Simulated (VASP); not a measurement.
A run of VASP 6.6.1 is set up as follows.

File INCAR:

```
ALGO = Normal ; DIPOL = 0.5 0.5 0.500
EDIFF = 1E-6 ; EDIFFG = -0.01
ENCUT = 520 ; GGA = PE
IBRION = 2 ; IDIPOL = 3
ISIF = 2 ; ISMEAR = 0
IVDW = 12 ; LASPH = True
LCHARG = False ; LDIPOL = True
LREAL = False ; LWAVE = False
NELM = 100 ; NSW = 60
PREC = Accurate ; SIGMA = 0.02
```

File KPOINTS:

```
k-points
0
Gamma
  6 6 1
```

The input POSCAR:

```
SnO
1.0
    3.7441479531     -0.0000141419      0.0000000000
    0.0000142120      3.7441479531      0.0000000000
    0.0000000000      0.0000000000     30.6349243850
Sn O
2 2
Direct
    0.7499972365      0.2500027635      0.4614157227
    0.2499972364      0.7500027635      0.5385842773
    0.2499972364      0.2500027636      0.5000000000
    0.7499972365      0.7500027636      0.5000000000
```

Potentials or basis: VASP PAW PBE potentials, release 64 (Sn_d, O).

Launch:

```sh
$ cat potpaw_PBE.64/Sn_d/POTCAR potpaw_PBE.64/O/POTCAR > POTCAR
$ mpirun -np 1 vasp_std > vasp.out
```

(1) Estimate the energy gained by relaxing.

(2) Predict the band gap on the k mesh.

(3) Predict the dispersion energy per atom.

Results:

(1) 4.1 meV/atom.

(2) 3.15 eV (least direct gap 3.29 eV).

(3) -0.142 eV.

Caveat: the cell differs from its parent crystal (biaxial strain -0.020); spin-orbit coupling is left out, which moves the levels of the heavy elements.
